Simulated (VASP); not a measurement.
Runs of VASP 6.6.1 on Ca. The structure is that of space group P6_3/mmc (No. 194), or close to it. The cells are those of the table. 

```tsv
task	cell	k mesh	cutoff (eV)	gap on the mesh (eV)	pressure (GPa)	relaxed volume (Å³/atom)
single point	a = 3.880, b = 3.880, c = 6.485 Å, angles 90.0, 90.0, 120.0°, 2 atoms	6 × 6 × 4	520	none	0.0	-
single point	a = 3.905, b = 3.905, c = 6.417 Å, angles 90.0, 90.0, 120.0°, 2 atoms	12 × 12 × 8	520	none	0.0	-
relaxation of cell and atoms	relaxed from a = 3.135, b = 3.135, c = 5.070 Å, angles 90.0, 90.0, 120.0°, 2 atoms	9 × 9 × 4	600	none	0.1	42.29
single point	a = 3.135, b = 3.135, c = 5.070 Å, angles 90.0, 90.0, 120.0°, 2 atoms	6 × 6 × 4	520	none	(a)	-
relaxation of cell and atoms	relaxed from a = 3.133, b = 3.133, c = 5.070 Å, angles 90.0, 90.0, 120.0°, 2 atoms	6 × 6 × 4	600	none	0.1	42.09
```

Alike in all rows: level PBE; potentials or basis VASP PAW PBE potentials, release 64 (Ca_sv); no spin polarisation; smearing gaussian 0.1 eV.

Estimate the missing entries.

(a) 30.3.

Caveats: some runs use coarse meshes; the volume moved by over 15 % at a fixed basis, so the end points are rough (some runs).

A gap of «none» marks levels without a gap at the run's occupations.
